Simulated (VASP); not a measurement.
# Y (P6/mmm) in VASP: single point with PBE

Aim: the single point of Y with PBE.

Program: VASP 6.6.1. These are calculated values, not measurements. Logs are shortened: lines on timing, memory, paths and dates and some standing lists are left out, and cuts for length are marked.

### 1 The cell of the first run

Symmetry: P6/mmm, No. 191, hexagonal system. Conventional cell: a = 5.406 Å, b = 5.406 Å, c = 3.385 Å, α = 90.00°, β = 90.00°, γ = 120.00°. Within 4.5 Å of Y (site symmetry 6/mmm) lie 14 Y at 3.39 to 3.55 Å. Y (site symmetry -6m2) has 11 Y at 3.12 to 3.55 Å within 4.1 Å.

This isn't the form of Y at room conditions, which is hcp.

### 2 Single point, PBE, collinear spin (28.56 Å³/atom)

INCAR

```
SYSTEM = Y
PREC = Accurate ; ENCUT = 520
EDIFF = 1E-6 ; ISMEAR = -1
SIGMA = 0.05 ; LREAL = .FALSE.
LASPH = .TRUE. ; NELM = 150
ALGO = Normal ; ISIF = 2
LWAVE = .FALSE. ; LCHARG = .TRUE.
ISPIN = 2 ; MAGMOM = 1 1 1
LORBIT = 11 ; LMAXMIX = 4
GGA = PE ; LELF = .TRUE.
LVHAR = .TRUE. ; NBANDS = 28
```

KPOINTS

```
regular mesh
0
G
  7 7 10
  0 0 0
```

POSCAR

```
Y
1.0
    5.4056576037      0.0000000000      0.0000000000
   -2.7028288018      4.6814368090      0.0000000000
    0.0000000000      0.0000000000      3.3853321270
Y
3
Direct
    0.0000000000      1.0000000000      0.0000000000
    0.3333333333      0.6666666667      0.5000000000
    0.6666666667      0.3333333333      0.5000000000
```

Potentials or basis: VASP PAW PBE potentials, release 64 (Y_sv).

The run is started by

```sh
$ cat potpaw_PBE.64/Y_sv/POTCAR > POTCAR
$ mpirun -np 1 vasp_std > vasp.out
```

OUTCAR:

```text
SYSTEM = Y
   PREC = Accurate
   ENCUT = 520
   EDIFF = 1E-6
   ISMEAR = -1
   LREAL = .FALSE.
   LASPH = .TRUE.
   NELM = 150
   ISIF = 2
   ISPIN = 2
   LORBIT = 11
   GGA = PE

 ion  position               nearest neighbor table
   1  0.000  0.000  0.000-   2 3.55   3 3.55   2 3.55   3 3.55   3 3.55   3 3.55   2 3.55   2 3.55
                             3 3.55   3 3.55   2 3.55   2 3.55
   2  0.333  0.667  0.500-   3 3.12   3 3.12   3 3.12   1 3.55   1 3.55   1 3.55   1 3.55   1 3.55
                             1 3.55
   3  0.667  0.333  0.500-   2 3.12   2 3.12   2 3.12   1 3.55   1 3.55   1 3.55   1 3.55   1 3.55
                             1 3.55

  LATTYP: Found a hexagonal cell.
 ALAT       =     5.4056576037
 C/A-ratio  =     0.6262572244

  Lattice vectors:

 A1 = (   5.4056576037,   0.0000000000,   0.0000000000)
 A2 = (  -2.7028288018,   4.6814368090,   0.0000000000)
 A3 = (   0.0000000000,   0.0000000000,   3.3853321270)

Analysis of symmetry for initial positions (statically):
=====================================================================
 Subroutine PRICEL returns:
 Original cell was already a primitive cell.

 Routine SETGRP: Setting up the symmetry group for a
 hexagonal supercell.

 Subroutine GETGRP returns: Found 24 space group operations
 (whereof 24 operations were pure point group operations)
 out of a pool of 24 trial point group operations.

The static configuration has the point symmetry D_6h.

Analysis of symmetry for dynamics (positions and initial velocities):
=====================================================================
 Subroutine PRICEL returns:
 Original cell was already a primitive cell.

 Routine SETGRP: Setting up the symmetry group for a
 hexagonal supercell.

 Subroutine GETGRP returns: Found 24 space group operations
 (whereof 24 operations were pure point group operations)
 out of a pool of 24 trial point group operations.

The dynamic configuration has the point symmetry D_6h.

Analysis of structural, dynamic, and magnetic symmetry:
=====================================================================
 Subroutine PRICEL returns:
 Original cell was already a primitive cell.

 Routine SETGRP: Setting up the symmetry group for a
 hexagonal supercell.

 Subroutine GETGRP returns: Found 24 space group operations
 (whereof 24 operations were pure point group operations)
 out of a pool of 24 trial point group operations.

The overall configuration has the point symmetry D_6h.

 Subroutine INISYM returns: Found 24 space group operations
 (whereof 24 operations are pure point group operations),
 and found     1 'primitive' translations

----------------------------------------------------------------------------------------

                                     Primitive cell

  volume of cell :      85.6700

  direct lattice vectors                    reciprocal lattice vectors
     5.405657604  0.000000000  0.000000000     0.184991369  0.106804817  0.000000000
    -2.702828802  4.681436809  0.000000000     0.000000000  0.213609633  0.000000000
     0.000000000  0.000000000  3.385332127     0.000000000  0.000000000  0.295391992

  length of vectors
     5.405657604  5.405657604  3.385332127     0.213609633  0.213609633  0.295391992

  position of ions in fractional coordinates (direct lattice)
     0.000000000  0.000000000  0.000000000
     0.333333333  0.666666667  0.500000000
     0.666666667  0.333333333  0.500000000

  ion indices of the primitive-cell ions
   primitive index   ion index
                 1           1
                 2           2
                 3           3

----------------------------------------------------------------------------------------

 KPOINTS: regular mesh

Automatic generation of k-mesh.
 Grid dimensions read from file:
 generate k-points for:    7    7   10

 Generating k-lattice:

  Cartesian coordinates                     Fractional coordinates (reciprocal lattice)
     0.026427338  0.015257831  0.000000000     0.142857143  0.000000000  0.000000000
     0.000000000  0.030515662  0.000000000     0.000000000  0.142857143  0.000000000
     0.000000000  0.000000000  0.029539199     0.000000000  0.000000000  0.100000000

  Length of vectors
     0.030515662  0.030515662  0.029539199

  Shift w.r.t. Gamma in fractional coordinates (k-lattice)
     0.000000000  0.000000000  0.000000000

 Subroutine IBZKPT returns following result:
 ===========================================

 Found     48 irreducible k-points:

 Following reciprocal coordinates:
            Coordinates               Weight
  0.000000  0.000000  0.000000      1.000000
  0.142857  0.000000  0.000000      6.000000
  0.285714  0.000000  0.000000      6.000000
  0.428571  0.000000  0.000000      6.000000
  0.142857  0.142857  0.000000      6.000000
  0.285714  0.142857  0.000000     12.000000
[... 16 lines left out ...]
  0.428571  0.142857  0.200000     12.000000
  0.285714  0.285714  0.200000     12.000000
 [... further k-points ...]
   k-points           NKPTS =     48   k-points in BZ     NKDIM =     48   number of bands    NBANDS=     28
   number of dos      NEDOS =    301   number of ions     NIONS =      3
   total plane-waves  NPLWV =  44800
   dimension x,y,z NGX =    40 NGY =   40 NGZ =   28
   dimension x,y,z NGXF=    80 NGYF=   80 NGZF=   56
   ions per type =               3
   NGX,Y,Z   is equivalent  to a cutoff of  12.30, 12.30, 13.75 a.u.
   NGXF,Y,Z  is equivalent  to a cutoff of  24.60, 24.60, 27.50 a.u.
 SYSTEM =  Y
   PREC   = accura    normal or accurate (medium, high low for compatibility)
   ISTART =      0    job   : 0-new  1-cont  2-samecut
   ICHARG =      2    charge: 1-file 2-atom 10-const
   ISPIN  =      2    spin polarized calculation?
   LNONCOLLINEAR =      F non collinear calculations
   LSORBIT =      F    spin-orbit coupling
   LASPH  =      T    aspherical Exc in radial PAW
   ENCUT  =  520.0 eV  38.22 Ry    6.18 a.u.  10.05 10.05  6.29*2*pi/ulx,y,z
   NELM   =    150;   NELMIN=  2; NELMDL= -5     # of ELM steps
   EDIFF  = 0.1E-05   stopping-criterion for ELM
   LREAL  =      F    real-space projection
   EDIFFG = 0.1E-04   stopping-criterion for IOM
   NSW    =      0    number of steps for IOM
   IBRION =     -1    ionic relax: 0-MD 1-quasi-New 2-CG
   NFREE  =      0    steps in history (QN), initial steepest desc. (CG)
   ISIF   =      2    stress and relaxation
   ISYM   =      2    0-nonsym 1-usesym 2-fastsym
   POTIM  = 0.5000    time-step for ionic-motion
   TEBEG  =    0.0;   TEEND  =   0.0 temperature during run
   PSTRESS=    0.0 pullay stress
   NELECT =      33.0000    total number of electrons
   NUPDOWN=      -1.0000    fix difference up-down
   EMIN   =  10.00;   EMAX   =-10.00  energy-range for DOS
   EFERMI =   0.00;   METHOD = LEGACY
   ISMEAR =    -1;   SIGMA  =   0.05  broadening in eV -4-tet -1-fermi 0-gaus
   EFERMI_NEDOS =   21; number of points for ismear=-14 and -15
   IALGO  =     38    algorithm
   IMIX   =      4    mixing-type and parameters
     AMIX     =   0.40;   BMIX     =  1.00
     AMIX_MAG =   1.60;   BMIX_MAG =  1.00
  volume/ion in A,a.u.               =      28.56       192.71
  Fermi-wavevector in a.u.,A,eV,Ry     =   1.191159  2.250965 19.304766  1.418860
  Thomas-Fermi vector in A             =   2.327227
   LORBIT       =     11    0 simple, 1 ext, 2 COOP (PROOUT), +10 PAW based schemes
   GGA     = PE    functional components
   LHFCALC =     F    Hartree Fock is set to
   AEXX    =    0.0000 exact exchange contribution
   IVDW    =     0    specifies the selected vdW correction
   LEPSILON=     F    determine dielectric tensor
   LRPA    =     F    only Hartree local field effects (RPA)
 spin polarized calculation
  energy-cutoff  :      520.00
  volume of cell :       85.67
 maximum number of plane-waves:      2338
   NGX = 21   NGY = 21   NGZ = 13

 number of electron      33.0000001 magnetization       0.0017175

 Free energy of the ion-electron system (eV)
  ---------------------------------------------------
  ext. energy  EPLUGINS =         0.00000000
  ---------------------------------------------------
  free energy    TOTEN  =       -18.93338577 eV

  energy without entropy =      -18.88722796  energy(sigma->0) =      -18.91030686

 E-fermi :   3.6576     XC(G=0):  -9.9769

 val. band max:        3.6530513048   @ k =   0.1429   0.1429   0.4000
 cond. band min:       3.6645850508   @ k =   0.4286   0.1429   0.2000
 fundamental gap:      0.0115337459
 Fermi energy:         3.6575875777

 spin component 1

 k-point     1 :       0.0000    0.0000    0.0000
  band No.  band energies     occupation
      1     -38.7356      1.00000
      2     -38.5552      1.00000
      3     -38.5242      1.00000
      4     -19.0514      1.00000
      5     -19.0514      1.00000
      6     -18.7361      1.00000
[... 20 lines left out ...]
     27       9.9915      0.00000
     28       9.9915      0.00000
[... 683 lines left out ...]
 k-point    24 :       0.2857    0.2857    0.2000
  band No.  band energies     occupation
      1     -38.6398      1.00000
      2     -38.6087      1.00000
      3     -38.5230      1.00000
      4     -19.1453      1.00000
      5     -18.8969      1.00000
      6     -18.7770      1.00000
[... 20 lines left out ...]
     27       8.6751      0.00000
     28       9.5100      0.00000

 [... further k-points ...]

 spin component 2

 k-point     1 :       0.0000    0.0000    0.0000
  band No.  band energies     occupation
      1     -38.7355      1.00000
      2     -38.5551      1.00000
      3     -38.5241      1.00000
      4     -19.0511      1.00000
      5     -19.0511      1.00000
      6     -18.7360      1.00000
[... 20 lines left out ...]
     27       9.9916      0.00000
     28       9.9916      0.00000
[... 683 lines left out ...]
 k-point    24 :       0.2857    0.2857    0.2000
  band No.  band energies     occupation
      1     -38.6397      1.00000
      2     -38.6086      1.00000
      3     -38.5229      1.00000
      4     -19.1451      1.00000
      5     -18.8967      1.00000
      6     -18.7768      1.00000
[... 20 lines left out ...]
     27       8.6754      0.00000
     28       9.5097      0.00000

 [... further k-points ...]
[... 5 lines left out ...]
  --------------------------------------------------------------------------------------
  -------------------------------------------------------------------------------------
  Total        3.3962393      3.3962393      2.8348025      0.0000000     -0.0000000      0.0000000
  in kB       63.5155243     63.5155243     53.0156887      0.0000000     -0.0000000      0.0000000
  external PRESSURE =      60.0155791 kB  Pullay stress =       0.0000000 kB

 VOLUME and BASIS-vectors are now :
 -----------------------------------------------------------------------------
  energy-cutoff  :      520.00
  volume of cell :       85.67
      direct lattice vectors                 reciprocal lattice vectors
     5.405657604  0.000000000  0.000000000     0.184991369  0.106804817  0.000000000
    -2.702828802  4.681436809  0.000000000     0.000000000  0.213609633  0.000000000
     0.000000000  0.000000000  3.385332127     0.000000000  0.000000000  0.295391992

 POSITION                                       TOTAL-FORCE (eV/Angst)
 -----------------------------------------------------------------------------------
      0.00000      0.00000      0.00000        -0.000000      0.000000      0.000000
     -0.00000      3.12096      1.69267         0.000000      0.000000     -0.000000
      2.70283      1.56048      1.69267         0.000000      0.000000      0.000000
 -----------------------------------------------------------------------------------
    total drift:                                0.000000     -0.000000      0.000000

  FREE ENERGIE OF THE ION-ELECTRON SYSTEM (eV)
  ---------------------------------------------------
  free  energy   TOTEN  =       -18.9333857676 eV

  energy  without entropy=      -18.8872279606  energy(sigma->0) =      -18.91030686

 total charge

# of ion       s       p       d       f       tot
--------------------------------------------------
    1        2.285   6.270   1.006   0.011   9.572
    2        2.302   6.236   1.110   0.011   9.659
    3        2.302   6.236   1.110   0.011   9.659
--------------------------------------------------
tot          6.889  18.742   3.226   0.033  28.890

 magnetization (x)

# of ion       s       p       d       f       tot
--------------------------------------------------
    1       -0.000   0.000   0.000   0.000   0.000
    2        0.000   0.000   0.000   0.000   0.000
    3        0.000   0.000   0.000   0.000   0.000
--------------------------------------------------
tot         -0.000   0.000   0.001   0.000   0.001
```

Wall time 8.4 min (1 thread of Oxide Virtual Turin-like, shared host); peak memory 0.31 GiB.

What came out:

* Free energy: -18.9334 eV
* Pressure: 6.0 GPa
* Net moment: 0.00 μB per cell
* Valence electrons inside the program's atomic spheres: Y 9.57, 9.66 (each value once)

Levels at points of the mesh, in eV from the Fermi level:
Spin up:
| k point | band 14 | band 15 | band 16 | band 17 | band 18 | band 19 | band 20 | band 21 |
| --- | --- | --- | --- | --- | --- | --- | --- | --- |
| (0.00, 0.00, 0.00) | -1.25 | 0.18 | 0.18 | 0.25 | 0.25 | 0.57 | 1.91 | 2.63 |
| (0.00, 0.00, 0.50) | -1.38 | -1.38 | -0.95 | -0.83 | -0.83 | 1.89 | 1.89 | 2.45 |
Spin down:
```
           k point  band 15  band 16  band 17  band 18  band 19  band 20
(0.00, 0.00, 0.00)     0.18     0.18     0.25     0.25     0.57     1.91
(0.00, 0.00, 0.50)    -1.38    -0.95    -0.83    -0.83     1.89     1.89
```

Caveat: the cell stands under pressure.
